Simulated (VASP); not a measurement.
A run of VASP 6.6.1:

The input INCAR:

```
SYSTEM = CuO
PREC     = Accurate       ! precision mode
ENCUT    = 520            ! plane-wave cutoff, eV
EDIFF    = 1E-6           ! SCF threshold, eV
ISMEAR   = -1             ! smearing method
SIGMA    = 0.05           ! smearing width, eV
LREAL    = .False.        ! projectors in reciprocal space
LASPH    = .True.         ! aspherical terms in the spheres
NELM     = 150            ! most SCF steps
ALGO     = Normal         ! electronic algorithm
ISIF     = 2              ! what is computed and relaxed
LWAVE    = .False.        ! write WAVECAR
LCHARG   = .False.        ! write CHGCAR
LMAXMIX  = 4              ! l up to which the mixer works
LDAU     = .True.         ! DFT+U
LDAUTYPE = 2            
LDAUL    = 2 -1           ! shell
LDAUU    = 6 0            ! U, eV
LDAUJ    = 0 0          
LDAUPRINT= 1            
GGA      = PE             ! functional
NBANDS   = 25             ! bands
```

The input KPOINTS:

```
regular mesh
0
Gamma
  10 10 5
  0 0 0
```

The input POSCAR:

```
CuO
1.0
    2.3055752800     -1.7296126400      0.0728065900
    2.3157556600      1.7435441000      0.0481486400
   -0.7080927800     -0.0389675500      5.1290691300
Cu O
2 2
Direct
    0.0142532200      0.4796454100      0.0604322300
    0.4708797100      0.1540682100      0.4741201700
    0.5692681500      0.2960328600      0.2639427200
    0.4455989200      0.5702535100      0.7015048700
```

Potentials or basis: VASP PAW PBE potentials, release 64 (Cu, O).

Command:

```bash
$ cat potpaw_PBE.64/Cu/POTCAR potpaw_PBE.64/O/POTCAR > POTCAR
$ mpirun -np 1 vasp_std > vasp.out
```

Hardware: 1 thread of AMD EPYC 7R13, with other jobs on the host.

Estimate the wall time of this run.

Wall time 9.4 min on 1 thread of AMD EPYC 7R13, with other jobs on the host, peak memory 0.3 GiB. Counts: scf iterations 16, k points 252.
